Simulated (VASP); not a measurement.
# HfN (Fm-3m) in VASP: a series of runs, part 2 of 2

VASP 6.6.1.

**6. Relaxation of cell and atoms, PBE**

This run uses another cell than the first one, of 11.62 Å³/atom, 1.042 times its volume.

INCAR reads:

```
SYSTEM = HfN
PREC = Accurate
ENCUT = 600
EDIFF = 1E-6
ISMEAR = 0
SIGMA = 0.1
LREAL = .FALSE.
LASPH = .TRUE.
NELM = 100
ALGO = Normal
ISIF = 3
LWAVE = .FALSE.
LCHARG = .FALSE.
GGA = PE
IBRION = 2
NSW = 80
EDIFFG = -0.005
```

KPOINTS reads:

```
regular mesh
0
G
  16 16 16
  0 0 0
```

POSCAR reads:

```
HfN
1.0
    0.0000000000      2.2650000000      2.2650000000
    2.2650000000      0.0000000000      2.2650000000
    2.2650000000      2.2650000000      0.0000000000
Hf N
1 1
Direct
    0.0000000000      0.0000000000      0.0000000000
    0.5000000000      0.5000000000      0.5000000000
```

Potentials or basis: VASP PAW PBE potentials, release 64 (Hf_pv, N).

On the command line:

```sh
$ cat potpaw_PBE.64/Hf_pv/POTCAR potpaw_PBE.64/N/POTCAR > POTCAR
$ mpirun -np 1 vasp_std > vasp.out
```

OUTCAR:

```text
SYSTEM = HfN
   PREC = Accurate
   ENCUT = 600
   EDIFF = 1E-6
   ISMEAR = 0
   LREAL = .FALSE.
   LASPH = .TRUE.
   NELM = 100
   ISIF = 3
   GGA = PE
   IBRION = 2
   NSW = 80
   EDIFFG = -0.005

 ion  position               nearest neighbor table
   1  0.000  0.000  0.000-   2 2.27   2 2.27   2 2.27   2 2.27   2 2.27   2 2.27
   2  0.500  0.500  0.500-   1 2.27   1 2.27   1 2.27   1 2.27   1 2.27   1 2.27

  LATTYP: Found a face centered cubic cell.
 ALAT       =     4.5300000000

  Lattice vectors:

 A1 = (   0.0000000000,   2.2650000000,   2.2650000000)
 A2 = (   2.2650000000,   0.0000000000,   2.2650000000)
 A3 = (   2.2650000000,   2.2650000000,   0.0000000000)

Analysis of symmetry for initial positions (statically):
=====================================================================
 Subroutine PRICEL returns:
 Original cell was already a primitive cell.

 Routine SETGRP: Setting up the symmetry group for a
 face centered cubic supercell.

 Subroutine GETGRP returns: Found 48 space group operations
 (whereof 48 operations were pure point group operations)
 out of a pool of 48 trial point group operations.

The static configuration has the point symmetry O_h .

Analysis of symmetry for dynamics (positions and initial velocities):
[... 169 lines left out ...]
  Total        0.1005007      0.1005007      0.1005007      0.0000000      0.0000000     -0.0000000
  in kB        6.9285937      6.9285937      6.9285937      0.0000000      0.0000000     -0.0000000
  external PRESSURE =       6.9285937 kB  Pullay stress =       0.0000000 kB
[... 59 lines left out ...]
--------------------------------------- Ionic step        3  -------------------------------------------

 number of electron      15.0000001 magnetization

 Free energy of the ion-electron system (eV)
  ---------------------------------------------------
  ext. energy  EPLUGINS =         0.00000000
  ---------------------------------------------------
  free energy    TOTEN  =       -21.76199916 eV

  energy without entropy =      -21.75905205  energy(sigma->0) =      -21.76052560

 E-fermi :   8.2927     XC(G=0): -12.6775

 val. band max:        8.2922696077   @ k =  -0.1250   0.0625   0.0000
 cond. band min:       8.2964797162   @ k =   0.3750   0.1250   0.0000
 fundamental gap:      0.0042101085
 Fermi energy:         8.2926738248

 k-point     1 :       0.0000    0.0000    0.0000
  band No.  band energies     occupation
      1     -22.9027      2.00000
      2     -22.9027      2.00000
      3     -22.9027      2.00000
      4      -9.1567      2.00000
      5       5.2765      2.00000
      6       5.2765      2.00000
      7       5.2765      2.00000
      8       7.9508      2.00000
      9       7.9508      2.00000
     10       7.9508      2.00000
     11       9.9888      0.00000
[... 309 lines left out ...]
 k-point    24 :      -0.0625    0.0625    0.0000
  band No.  band energies     occupation
      1     -22.9947      2.00000
      2     -22.9259      2.00000
      3     -22.9046      2.00000
      4      -8.9269      2.00000
      5       4.2649      2.00000
      6       4.6245      2.00000
      7       4.9320      2.00000
      8       8.1109      1.98985
      9       8.1230      1.98360
     10       8.5539      0.00022
     11      10.2874      0.00000

 [... further k-points ...]
[... 5 lines left out ...]
  --------------------------------------------------------------------------------------
  -------------------------------------------------------------------------------------
  Total        0.0013558      0.0013558      0.0013558      0.0000000     -0.0000000      0.0000000
  in kB        0.0932368      0.0932368      0.0932368      0.0000000     -0.0000000      0.0000000
  external PRESSURE =       0.0932368 kB  Pullay stress =       0.0000000 kB
[... 17 lines left out ...]
  FREE ENERGIE OF THE ION-ELECTRON SYSTEM (eV)
  ---------------------------------------------------
  free  energy   TOTEN  =       -21.7619991609 eV

  energy  without entropy=      -21.7590520471  energy(sigma->0) =      -21.76052560

 reached required accuracy - stopping structural energy minimisation
```

OSZICAR:

```text
N       E                     dE             d eps       ncg     rms          rms(c)
DAV:   1     0.449006972321E+02    0.44901E+02   -0.90004E+03  3190   0.144E+03
DAV:   2    -0.221783981802E+02   -0.67079E+02   -0.63073E+02  4230   0.275E+02
DAV:   3    -0.247412659826E+02   -0.25629E+01   -0.25342E+01  4184   0.480E+01
[... 21 lines left out ...]
DAV:   2    -0.217622656314E+02    0.89222E-03   -0.14927E-03  3328   0.375E-01    0.262E-01
DAV:   3    -0.217620053920E+02    0.26024E-03   -0.55337E-04  3540   0.230E-01    0.167E-01
DAV:   4    -0.217619975366E+02    0.78554E-05   -0.33580E-05  4090   0.605E-02    0.103E-01
DAV:   5    -0.217619989190E+02   -0.13825E-05   -0.34024E-06  3573   0.154E-02    0.112E-02
DAV:   6    -0.217619991609E+02   -0.24189E-06   -0.34761E-07  1895   0.617E-03
   3 F= -.21761999E+02 E0= -.21760526E+02  d E =-.126187E-03
```

Run time: 84 s. Hardware: 1 thread of Intel Xeon 6975P-C (Granite Rapids), shared host; peak memory 0.2 GiB.

Results:

```yaml
Free_energy: -21.7620 eV
Relaxed_volume: 11.65 Å³/atom
Relaxed_cell: a = 3.206 Å, b = 3.206 Å, c = 3.206 Å, α = 60.00°, β = 60.00°, γ = 60.00°
Space_group_after_relaxing_to_0.05_Å: Fm-3m (No. 225)
Energy_gained_by_relaxing: 0.1 meV/atom
Ionic_steps: 3
Pressure_after_relaxing: 0.0 GPa
```

The path:
```
step  energy change (eV)  largest force (eV/Å)  pressure (GPa)  volume (Å³)
   1              0.0000                0.0000            0.69        23.24
   2              0.0003                0.0000           -1.25        23.41
   3             -0.0001                0.0000            0.01        23.30
```

Final structure:
```cif
data_structure
_symmetry_space_group_name_H-M 'P 1'
_symmetry_Int_Tables_number 1
_cell_length_a 3.2059
_cell_length_b 3.2059
_cell_length_c 3.2059
_cell_angle_alpha 60.000
_cell_angle_beta 60.000
_cell_angle_gamma 60.000
_cell_volume 23.30
loop_
_atom_site_label
_atom_site_type_symbol
_atom_site_fract_x
_atom_site_fract_y
_atom_site_fract_z
_atom_site_occupancy
Hf1 Hf 0.00000 0.00000 0.00000 1
N1 N 0.50000 0.50000 0.50000 1
```

Caveat: spin-orbit coupling is left out, which moves the levels of the heavy elements.

**7. Summary**

```csv
task,level,potentials or basis,cell,cutoff (eV),gap on the mesh (eV),pressure (GPa)
single point,LDA,"VASP PAW LDA potentials, release 64 (Hf_pv, N)","a = 3.159 Å, angles 60.0°, 2 atoms",520,none,-1.2
single point,PBEsol,"VASP PAW PBE potentials, release 64 (Hf_pv, N)","a = 3.183 Å, angles 60.0°, 2 atoms",520,none,-2.2
single point,PBE,"VASP PAW PBE potentials, release 64 (Hf_pv, N)","a = 3.216 Å, angles 60.0°, 2 atoms",520,none,-2.3
single point,r2SCAN,"VASP PAW PBE potentials, release 64 (Hf_pv, N)","a = 3.200 Å, angles 60.0°, 2 atoms",520,none,-2.7
relaxation of cell and atoms,PBE,"VASP PAW PBE potentials, release 64 (Hf_pv, N)","relaxed from a = 3.203 Å, angles 60.0°, 2 atoms",600,none,0.0
```

Alike in all rows: no spin polarisation; k mesh 16 × 16 × 16; smearing gaussian 0.1 eV.

Caveats: spin-orbit coupling is left out, which moves the levels of the heavy elements; the PAW data sets were made with another functional, which shifts forces and pressure a little (some runs).

Absolute energies hang on the potentials; compare differences alone.
